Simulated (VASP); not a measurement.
**TaRu: single point with LDA**

The system is TaRu.

```
Ta Ru
1.0
     3.18700    0.00000    0.00000
     0.00000    3.18700    0.00000
     0.00000    0.00000    3.18700
Ta Ru
1 1
Direct
  0.50000 0.50000 0.50000
  0.00000 0.00000 0.00000
```

```json
{"Program": "VASP 6.6.1", "Task": "single point", "Functional": "LDA", "Potentials or basis": "VASP PAW LDA potentials, release 64 (Ta_pv, Ru_pv)", "Cutoff": "520 eV", "k mesh": "13 × 13 × 13", "Occupations": "fermi-dirac, width 0.03 eV", "Spin": "no spin polarisation", "Dipole correction": "no", "Further INCAR settings": "ALGO = Normal; EDIFF = 1e-07; NBANDS = 20"}
```

- Pressure: -15.5 GPa

Levels at points of the mesh, in eV from the Fermi level:
| k point | band 10 | band 11 | band 12 | band 13 | band 14 | band 15 |
| --- | --- | --- | --- | --- | --- | --- |
| (0.00, 0.00, 0.00) | -2.34 | -2.34 | -2.34 | 0.96 | 0.96 | 3.96 |

It took 35 s on 1 thread of Intel(R) Xeon(R) Platinum 8259CL CPU @ 2.50GHz (Skylake/Cascade Lake), with other jobs on the host, peak memory 0.17 GiB.

Caveat: spin-orbit coupling is left out, which moves the levels of the heavy elements.
